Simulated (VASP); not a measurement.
# In6O (P-31c) in VASP: single point with PBE

Aim: the single point of In6O with PBE.

All numbers are computed with VASP 6.6.1; they aren't measurements. Logs are shortened: lines on timing, memory, paths and dates and some standing lists are left out, and cuts for length are marked.

**1. The cell of the first run**

The structure is trigonal, space group P-31c (No. 163). Conventional cell: a = 5.759 Å, b = 5.759 Å, c = 12.001 Å, α = 90.00°, β = 90.00°, γ = 120.00°. Within 3.3 Å of In (site symmetry 1) lie 1 O at 2.47 Å and 2 In at 3.24 Å. O (site symmetry 32) has 6 In at 2.47 Å within 3.3 Å.

**2. Single point, PBE**

Input file INCAR:

```
SYSTEM = In6O
  PREC = Accurate
  ENCUT = 520
  EDIFF = 1E-7
  ISMEAR = 0
  SIGMA = 0.2
  LREAL = .FALSE.
  LASPH = .TRUE.
  NELM = 60
  ALGO = Normal
  ISIF = 2
  LWAVE = .FALSE.
  LCHARG = .FALSE.
  GGA = PE
  NBANDS = 97
```

Input file KPOINTS:

```
Automatic mesh
0
G
  3 3 2
  0 0 0
```

Input file POSCAR:

```
In6O
1.0
    5.7589107338      0.0000000000      0.0000000000
   -2.8794553669      4.9873629936      0.0000000000
    0.0000000000      0.0000000000     12.0008605737
In O
12 2
Direct
    0.6614244618      0.6736014501      0.6259467631
    1.0121769882      0.6736014501      0.8740532369
    0.3263985499      0.3385755382      0.8740532369
    1.0121769882      0.3385755382      0.6259467631
    0.6614244618     -0.0121769882      0.8740532369
    0.3263985499     -0.0121769882      0.6259467631
   -0.0121769882      0.6614244618      0.3740532369
    0.3385755382      1.0121769882      0.1259467631
   -0.0121769882      0.3263985499      0.1259467631
    0.6736014501      1.0121769882      0.3740532369
    0.6736014501      0.6614244618      0.1259467631
    0.3385755382      0.3263985499      0.3740532369
    0.6666666667      0.3333333333      0.7500000000
    0.3333333333      0.6666666667      0.2500000000
```

Potentials or basis: VASP PAW PBE potentials, release 64 (In_d, O).

Command:

```
$ cat potpaw_PBE.64/In_d/POTCAR potpaw_PBE.64/O/POTCAR > POTCAR
$ mpirun -np 1 vasp_std > vasp.out
```

OUTCAR:

```text
SYSTEM = In6O
   PREC = Accurate
   ENCUT = 520
   EDIFF = 1E-7
   ISMEAR = 0
   LREAL = .FALSE.
   LASPH = .TRUE.
   NELM = 60
   ISIF = 2
   GGA = PE

 ion  position               nearest neighbor table
   1  0.661  0.674  0.626-  13 2.47   6 3.24   4 3.24   6 3.32   4 3.32   4 3.42   6 3.42   5 3.48
                             3 3.55  10 3.58   7 3.58  12 3.59   2 3.60
   2  0.012  0.674  0.874-  13 2.47   5 3.24   3 3.24   5 3.32   3 3.32   3 3.42   5 3.42   6 3.48
                             4 3.55  11 3.58   8 3.58   9 3.59   1 3.60
   3  0.326  0.339  0.874-  13 2.47   2 3.24   5 3.24   5 3.32   2 3.32   2 3.42   5 3.42   4 3.48
                             1 3.55   9 3.58   8 3.58  11 3.59   6 3.60
   4  0.012  0.339  0.626-  13 2.47   1 3.24   6 3.24   6 3.32   1 3.32   1 3.42   6 3.42   3 3.48
                             2 3.55  10 3.58  12 3.58   7 3.59   5 3.60
   5  0.661  0.988  0.874-  13 2.47   2 3.24   3 3.24   2 3.32   3 3.32   3 3.42   2 3.42   1 3.48
                             6 3.55   9 3.58  11 3.58   8 3.59   4 3.60
   6  0.326  0.988  0.626-  13 2.47   1 3.24   4 3.24   1 3.32   4 3.32   4 3.42   1 3.42   2 3.48
                             5 3.55  12 3.58   7 3.58  10 3.59   3 3.60
   7  0.988  0.661  0.374-  14 2.47  12 3.24  10 3.24  10 3.32  12 3.32  12 3.42  10 3.42  11 3.48
                             9 3.55   6 3.58   1 3.58   4 3.59   8 3.60
   8  0.339  0.012  0.126-  14 2.47   9 3.24  11 3.24   9 3.32  11 3.32  11 3.42   9 3.42  12 3.48
                            10 3.55   2 3.58   3 3.58   5 3.59   7 3.60
   9  0.988  0.326  0.126-  14 2.47   8 3.24  11 3.24   8 3.32  11 3.32  11 3.42   8 3.42  10 3.48
                             7 3.55   3 3.58   5 3.58   2 3.59  12 3.60
  10  0.674  0.012  0.374-  14 2.47  12 3.24   7 3.24  12 3.32   7 3.32   7 3.42  12 3.42   9 3.48
                             8 3.55   1 3.58   4 3.58   6 3.59  11 3.60
  11  0.674  0.661  0.126-  14 2.47   9 3.24   8 3.24   8 3.32   9 3.32   9 3.42   8 3.42   7 3.48
                            12 3.55   2 3.58   5 3.58   3 3.59  10 3.60
  12  0.339  0.326  0.374-  14 2.47  10 3.24   7 3.24  10 3.32   7 3.32   7 3.42  10 3.42   8 3.48
                            11 3.55   6 3.58   4 3.58   1 3.59   9 3.60
  13  0.667  0.333  0.750-   4 2.47   5 2.47   2 2.47   6 2.47   3 2.47   1 2.47
  14  0.333  0.667  0.250-   7 2.47   8 2.47   9 2.47  10 2.47  11 2.47  12 2.47

  LATTYP: Found a hexagonal cell.
 ALAT       =     5.7589107338
 C/A-ratio  =     2.0838768178

  Lattice vectors:

 A1 = (   5.7589107338,   0.0000000000,   0.0000000000)
 A2 = (  -2.8794553669,   4.9873629936,   0.0000000000)
 A3 = (   0.0000000000,   0.0000000000,  12.0008605737)

Analysis of symmetry for initial positions (statically):
=====================================================================
 Subroutine PRICEL returns:
 Original cell was already a primitive cell.

 Routine SETGRP: Setting up the symmetry group for a
 hexagonal supercell.

 Subroutine GETGRP returns: Found 12 space group operations
 (whereof  6 operations were pure point group operations)
 out of a pool of 24 trial point group operations.

The static configuration has the point symmetry S_6 .
 The point group associated with its full space group is D_3d.

Analysis of symmetry for dynamics (positions and initial velocities):
=====================================================================
 Subroutine PRICEL returns:
 Original cell was already a primitive cell.

 Routine SETGRP: Setting up the symmetry group for a
 hexagonal supercell.

 Subroutine GETGRP returns: Found 12 space group operations
 (whereof  6 operations were pure point group operations)
 out of a pool of 24 trial point group operations.

The dynamic configuration has the point symmetry S_6 .
 The point group associated with its full space group is D_3d.

 Subroutine INISYM returns: Found 12 space group operations
 (whereof  6 operations are pure point group operations),
 and found     1 'primitive' translations

----------------------------------------------------------------------------------------

                                     Primitive cell

  volume of cell :     344.6861

  direct lattice vectors                    reciprocal lattice vectors
     5.758910734  0.000000000  0.000000000     0.173643949  0.100253381  0.000000000
[... 52 lines left out ...]
     0.000000000  0.000000000  0.041663679     0.000000000  0.000000000  0.500000000

  Length of vectors
     0.066835587  0.066835587  0.041663679

  Shift w.r.t. Gamma in fractional coordinates (k-lattice)
     0.000000000  0.000000000  0.000000000

 Subroutine IBZKPT returns following result:
 ===========================================

 Found      6 irreducible k-points:

 Following reciprocal coordinates:
            Coordinates               Weight
  0.000000  0.000000  0.000000      1.000000
  0.333333  0.000000  0.000000      6.000000
  0.333333  0.333333  0.000000      2.000000
  0.000000  0.000000  0.500000      1.000000
  0.333333  0.000000  0.500000      6.000000
  0.333333  0.333333  0.500000      2.000000
   k-points           NKPTS =      6   k-points in BZ     NKDIM =      6   number of bands    NBANDS=     97
   number of dos      NEDOS =    301   number of ions     NIONS =     14
   total plane-waves  NPLWV = 207360
   dimension x,y,z NGX =    48 NGY =   48 NGZ =   90
   dimension x,y,z NGXF=    96 NGYF=   96 NGZF=  180
   ions per type =              12   2
   NGX,Y,Z   is equivalent  to a cutoff of  13.86, 13.86, 12.47 a.u.
   NGXF,Y,Z  is equivalent  to a cutoff of  27.71, 27.71, 24.94 a.u.
 SYSTEM =  In6O
   PREC   = accura    normal or accurate (medium, high low for compatibility)
   ISTART =      0    job   : 0-new  1-cont  2-samecut
   ICHARG =      2    charge: 1-file 2-atom 10-const
   ISPIN  =      1    spin polarized calculation?
   LNONCOLLINEAR =      F non collinear calculations
   LSORBIT =      F    spin-orbit coupling
   LASPH  =      T    aspherical Exc in radial PAW
   ENCUT  =  520.0 eV  38.22 Ry    6.18 a.u.  10.71 10.71 22.31*2*pi/ulx,y,z
   NELM   =     60;   NELMIN=  2; NELMDL= -5     # of ELM steps
   EDIFF  = 0.1E-06   stopping-criterion for ELM
   LREAL  =      F    real-space projection
   EDIFFG = 0.1E-05   stopping-criterion for IOM
   NSW    =      0    number of steps for IOM
   IBRION =     -1    ionic relax: 0-MD 1-quasi-New 2-CG
   NFREE  =      0    steps in history (QN), initial steepest desc. (CG)
   ISIF   =      2    stress and relaxation
   ISYM   =      2    0-nonsym 1-usesym 2-fastsym
   POTIM  = 0.5000    time-step for ionic-motion
   TEBEG  =    0.0;   TEEND  =   0.0 temperature during run
   PSTRESS=    0.0 pullay stress
   NELECT =     168.0000    total number of electrons
   NUPDOWN=      -1.0000    fix difference up-down
   EMIN   =  10.00;   EMAX   =-10.00  energy-range for DOS
   EFERMI =   0.00;   METHOD = LEGACY
   ISMEAR =     0;   SIGMA  =   0.20  broadening in eV -4-tet -1-fermi 0-gaus
   EFERMI_NEDOS =   21; number of points for ismear=-14 and -15
   IALGO  =     38    algorithm
   IMIX   =      4    mixing-type and parameters
     AMIX     =   0.40;   BMIX     =  1.00
     AMIX_MAG =   1.60;   BMIX_MAG =  1.00
  volume/ion in A,a.u.               =      24.62       166.15
  Fermi-wavevector in a.u.,A,eV,Ry     =   1.288358  2.434644 22.583866  1.659867
  Thomas-Fermi vector in A             =   2.420317
   LORBIT       =      0    0 simple, 1 ext, 2 COOP (PROOUT), +10 PAW based schemes
   GGA     = PE    functional components
   LHFCALC =     F    Hartree Fock is set to
   AEXX    =    0.0000 exact exchange contribution
   IVDW    =     0    specifies the selected vdW correction
   LEPSILON=     F    determine dielectric tensor
   LRPA    =     F    only Hartree local field effects (RPA)
 non-spin polarized calculation
 Gauss-broadening in eV      SIGMA  =   0.20
  energy-cutoff  :      520.00
  volume of cell :      344.69
 maximum number of plane-waves:      9308
 NGX is ok and might be reduce to    48
   NGX = 21   NGY = 21   NGZ = 45

 number of electron     167.9999990 magnetization

 Free energy of the ion-electron system (eV)
  ---------------------------------------------------
  ext. energy  EPLUGINS =         0.00000000
  ---------------------------------------------------
  free energy    TOTEN  =       -44.00501699 eV

  energy without entropy =      -43.94795082  energy(sigma->0) =      -43.97648391

 E-fermi :   7.0260     XC(G=0): -10.0620

 val. band max:        6.9730593234   @ k =   0.3333   0.3333   0.5000
 cond. band min:       7.1887446436   @ k =   0.3333   0.3333   0.5000
 fundamental gap:      0.2156853202
 Fermi energy:         7.0259502540

 k-point     1 :       0.0000    0.0000    0.0000
  band No.  band energies     occupation
      1     -11.5456      2.00000
      2     -11.5438      2.00000
      3      -7.8013      2.00000
      4      -7.7979      2.00000
      5      -7.7964      2.00000
      6      -7.7962      2.00000
[... 583 lines left out ...]
     95       9.9563      0.00000
     96       9.9563      0.00000
 [bands above 96 left out]

------------------------ aborting loop because EDIFF is reached ----------------------------------------

  FORCE on cell =-STRESS in cart. coord.  units (eV):
  Direction    XX          YY          ZZ          XY          YZ          ZX
  --------------------------------------------------------------------------------------
  -------------------------------------------------------------------------------------
  Total       -0.2525692     -0.2525692      0.1436222      0.0000000      0.0000000      0.0000000
  in kB       -1.1739978     -1.1739978      0.6675879      0.0000000      0.0000000      0.0000000
  external PRESSURE =      -0.5601359 kB  Pullay stress =       0.0000000 kB

 VOLUME and BASIS-vectors are now :
 -----------------------------------------------------------------------------
  energy-cutoff  :      520.00
  volume of cell :      344.69
      direct lattice vectors                 reciprocal lattice vectors
     5.758910734  0.000000000  0.000000000     0.173643949  0.100253381  0.000000000
    -2.879455367  4.987362994  0.000000000     0.000000000  0.200506761  0.000000000
     0.000000000  0.000000000 12.000860574     0.000000000  0.000000000  0.083327358

 POSITION                                       TOTAL-FORCE (eV/Angst)
 -----------------------------------------------------------------------------------
      1.86948      3.35949      7.51190         0.007840      0.021673      0.013930
     -1.86948      3.35949     10.48939        -0.007840      0.021673     -0.013930
      0.90479      1.68860     10.48939        -0.014849     -0.017626     -0.013930
     -0.90479      1.68860      7.51190         0.014849     -0.017626      0.013930
      0.96469      4.92663     10.48939         0.022689     -0.004047     -0.013930
     -0.96469      4.92663      7.51190        -0.022689     -0.004047      0.013930
      3.78424      3.29876      4.48896        -0.014849      0.017626     -0.013930
      1.91476      0.06073      1.51147        -0.022689      0.004047      0.013930
      4.74893      1.62787      1.51147         0.007840     -0.021673      0.013930
      3.84415      0.06073      4.48896         0.022689      0.004047     -0.013930
      1.97467      3.29876      1.51147         0.014849      0.017626      0.013930
      1.00998      1.62787      4.48896        -0.007840     -0.021673     -0.013930
      2.87946      1.66245      9.00065         0.000000      0.000000      0.000000
     -0.00000      3.32491      3.00022         0.000000      0.000000      0.000000
 -----------------------------------------------------------------------------------
    total drift:                               -0.000000      0.000000     -0.000000

  FREE ENERGIE OF THE ION-ELECTRON SYSTEM (eV)
  ---------------------------------------------------
  free  energy   TOTEN  =       -44.0050169860 eV

  energy  without entropy=      -43.9479508246  energy(sigma->0) =      -43.97648391
```

Run time: 5.1 min. Hardware: 1 thread of Intel Xeon 6975P-C (Granite Rapids), shared host; peak memory 0.53 GiB.

Results:

* Free energy: -44.0050 eV
* Pressure: -0.1 GPa
* Largest force: 0.027 eV/Å
* Band gap on the k mesh: zero (band 84 reaches 7.60 eV, above the bottom of band 85 at 6.77 eV)

Forces on the atoms (eV/Å):
```
In   0.008  0.022  0.014
In  -0.008  0.022 -0.014
In  -0.015 -0.018 -0.014
In   0.015 -0.018  0.014
In   0.023 -0.004 -0.014
In  -0.023 -0.004  0.014
In  -0.015  0.018 -0.014
In  -0.023  0.004  0.014
In   0.008 -0.022  0.014
In   0.023  0.004 -0.014
In   0.015  0.018  0.014
In  -0.008 -0.022 -0.014
O    0.000  0.000  0.000
O    0.000  0.000  0.000
```

Caveat: the k points lie up to 0.42 Å⁻¹ apart; spin-orbit coupling is left out, which moves the levels of the heavy elements.
